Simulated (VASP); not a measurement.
# GaP (I-4m2) in VASP: a series of runs, part 3 of 3

VASP 6.6.1.

## 6. Single point, PBE (strain +0.050 along x and y, +0.000 along z)

INCAR reads:

```
SYSTEM = GaP
PREC = Accurate
ENCUT = 520
EDIFF = 1E-6
ISMEAR = 0
SIGMA = 0.05
LREAL = .False.
LASPH = .True.
NELM = 100
ALGO = Normal
ISIF = 2
LWAVE = .False.
LCHARG = .False.
GGA = PE
NBANDS = 16
```

KPOINTS reads:

```
regular mesh
0
Gamma
  8 8 8
  0 0 0
```

POSCAR reads:

```
GaP
1.0
    0.0000000000      2.8901636530      2.7525368124
    2.8901636530      0.0000000000      2.7525368124
    2.8901636530      2.8901636530      0.0000000000
Ga P
1 1
Direct
    0.0000000000      0.0000000000      0.0000000000
    0.7500000000      0.7500000000      0.7500000000
```

Potentials or basis: VASP PAW PBE potentials, release 64 (Ga_d, P).

Launch:

```
$ cat potpaw_PBE.64/Ga_d/POTCAR potpaw_PBE.64/P/POTCAR > POTCAR
$ mpirun -np 1 vasp_std > vasp.out
```

OUTCAR:

```text
SYSTEM = GaP
   PREC = Accurate
   ENCUT = 520
   EDIFF = 1E-6
   ISMEAR = 0
   LREAL = .False.
   LASPH = .True.
   NELM = 100
   ISIF = 2
   GGA = PE

 ion  position               nearest neighbor table
   1  0.000  0.000  0.000-   2 2.46   2 2.46   2 2.46   2 2.46
   2  0.750  0.750  0.750-   1 2.46   1 2.46   1 2.46   1 2.46

  LATTYP: Found a body centered tetragonal cell.
 ALAT       =     4.0873086356
 C/A-ratio  =     1.3468700594

  Lattice vectors:

 A1 = (   0.0000000000,  -2.8901636530,  -2.7525368124)
 A2 = (   0.0000000000,   2.8901636530,  -2.7525368124)
 A3 = (   2.8901636530,   0.0000000000,   2.7525368124)

Analysis of symmetry for initial positions (statically):
=====================================================================
 Subroutine PRICEL returns:
 Original cell was already a primitive cell.

 Routine SETGRP: Setting up the symmetry group for a
 body centered tetragonal supercell.

 Subroutine GETGRP returns: Found  8 space group operations
 (whereof  8 operations were pure point group operations)
 out of a pool of 16 trial point group operations.

The static configuration has the point symmetry D_2d.

Analysis of symmetry for dynamics (positions and initial velocities):
=====================================================================
 Subroutine PRICEL returns:
 Original cell was already a primitive cell.

 Routine SETGRP: Setting up the symmetry group for a
 body centered tetragonal supercell.

 Subroutine GETGRP returns: Found  8 space group operations
 (whereof  8 operations were pure point group operations)
 out of a pool of 16 trial point group operations.

The dynamic configuration has the point symmetry D_2d.

 Subroutine INISYM returns: Found  8 space group operations
 (whereof  8 operations are pure point group operations),
 and found     1 'primitive' translations

----------------------------------------------------------------------------------------
[... 107 lines left out ...]
   EFERMI =   0.00;   METHOD = LEGACY
   ISMEAR =     0;   SIGMA  =   0.05  broadening in eV -4-tet -1-fermi 0-gaus
   EFERMI_NEDOS =   21; number of points for ismear=-14 and -15
   IALGO  =     38    algorithm
   IMIX   =      4    mixing-type and parameters
     AMIX     =   0.40;   BMIX     =  1.00
     AMIX_MAG =   1.60;   BMIX_MAG =  1.00
  volume/ion in A,a.u.               =      22.99       155.16
  Fermi-wavevector in a.u.,A,eV,Ry     =   1.197557  2.263055 19.512709  1.434144
  Thomas-Fermi vector in A             =   2.333469
   LORBIT       =      0    0 simple, 1 ext, 2 COOP (PROOUT), +10 PAW based schemes
   GGA     = PE    functional components
   LHFCALC =     F    Hartree Fock is set to
   AEXX    =    0.0000 exact exchange contribution
   IVDW    =     0    specifies the selected vdW correction
   LEPSILON=     F    determine dielectric tensor
   LRPA    =     F    only Hartree local field effects (RPA)
 non-spin polarized calculation
 Gauss-broadening in eV      SIGMA  =   0.05
  energy-cutoff  :      520.00
  volume of cell :       45.98
 maximum number of plane-waves:      1257
 NGX is ok and might be reduce to    30
   NGX = 15   NGY = 15   NGZ = 15

 number of electron      17.9999993 magnetization

 Free energy of the ion-electron system (eV)
  ---------------------------------------------------
  ext. energy  EPLUGINS =         0.00000000
  ---------------------------------------------------
  free energy    TOTEN  =        -9.02424647 eV

  energy without entropy =       -9.02424647  energy(sigma->0) =       -9.02424647

 E-fermi :   3.8015     XC(G=0):  -9.2668

 val. band max:        3.5911236675   @ k =   0.0000   0.0000   0.0000
 cond. band min:       4.2270455948   @ k =   0.0000   0.0000   0.0000
 fundamental gap:      0.6359219273
 Fermi energy:         3.8015071059

 k-point     1 :       0.0000    0.0000    0.0000
  band No.  band energies     occupation
      1     -10.9596      2.00000
      2     -10.9596      2.00000
      3     -10.9458      2.00000
      4     -10.8951      2.00000
      5     -10.8836      2.00000
      6      -8.1627      2.00000
[... 433 lines left out ...]
      3     -10.9328      2.00000
      4     -10.8939      2.00000
      5     -10.8814      2.00000
      6      -6.9569      2.00000
[... 8 lines left out ...]
     15      13.6576      0.00000
     16      14.1749      0.00000

 [... further k-points ...]
[... 5 lines left out ...]
  --------------------------------------------------------------------------------------
  -------------------------------------------------------------------------------------
  Total       -2.0269881     -2.0269881     -1.1239196      0.0000000      0.0000000      0.0000000
  in kB      -70.6242402    -70.6242402    -39.1595606      0.0000000      0.0000000      0.0000000
  external PRESSURE =     -60.1360137 kB  Pullay stress =       0.0000000 kB

 VOLUME and BASIS-vectors are now :
 -----------------------------------------------------------------------------
  energy-cutoff  :      520.00
  volume of cell :       45.98
      direct lattice vectors                 reciprocal lattice vectors
     0.000000000  2.890163653  2.752536812    -0.173000584  0.173000584  0.181650613
     2.890163653  0.000000000  2.752536812     0.173000584 -0.173000584  0.181650613
     2.890163653  2.890163653  0.000000000     0.173000584  0.173000584 -0.181650613

 POSITION                                       TOTAL-FORCE (eV/Angst)
 -----------------------------------------------------------------------------------
      0.00000      0.00000      0.00000         0.000000      0.000000      0.000000
      4.33525      4.33525      4.12881        -0.000000     -0.000000     -0.000000
 -----------------------------------------------------------------------------------
    total drift:                               -0.000002     -0.000002     -0.000002

  FREE ENERGIE OF THE ION-ELECTRON SYSTEM (eV)
  ---------------------------------------------------
  free  energy   TOTEN  =        -9.0242464694 eV

  energy  without entropy=       -9.0242464694  energy(sigma->0) =       -9.02424647
```

stdout:

```text
POSCAR found type information on POSCAR GaP
 POSCAR found :  2 types and       2 ions
 scaLAPACK will be used
 LDA part: xc-table for (Slater+PW92), standard interpolation
 POSCAR, INCAR and KPOINTS ok, starting setup
 FFT: planning ... GRIDC
 FFT: planning ... GRID_SOFT
 FFT: planning ... GRID
 WAVECAR not read
 entering main loop
```

It took 52 s on 1 thread of AMD EPYC 7R43 (Zen 3), shared host; peak memory 0.15 GiB.

Results:

```
Free energy            : -9.0242 eV
Pressure               : -6.0 GPa
Band gap on the k mesh : 0.64 eV, direct
```

Caveat: the cell differs from its parent crystal (strain +0.050 along x and y, +0.000 along z).

## 7. Overview

```csv
cell,gap on the mesh (eV),pressure (GPa)
"a = 3.847, b = 3.847, c = 3.990 Å, angles 58.8, 58.8, 62.5°, 2 atoms",0.99,0.0
"a = 3.894, b = 3.894, c = 3.990 Å, angles 59.2, 59.2, 61.6°, 2 atoms",1.20,-1.8
"a = 3.898, b = 3.898, c = 4.087 Å, angles 58.4, 58.4, 63.2°, 2 atoms",0.84,-3.3
"a = 3.944, b = 3.944, c = 4.087 Å, angles 58.8, 58.8, 62.4°, 2 atoms",0.74,-4.8
"a = 3.991, b = 3.991, c = 4.087 Å, angles 59.2, 59.2, 61.6°, 2 atoms",0.64,-6.0
```

Alike in all rows: task single point; level PBE; potentials or basis VASP PAW PBE potentials, release 64 (Ga_d, P); no spin polarisation; k mesh 8 × 8 × 8; cutoff (eV) 520; smearing gaussian 0.05 eV.

Total energies depend on the potentials used, so only differences within one code and one set of settings carry meaning.
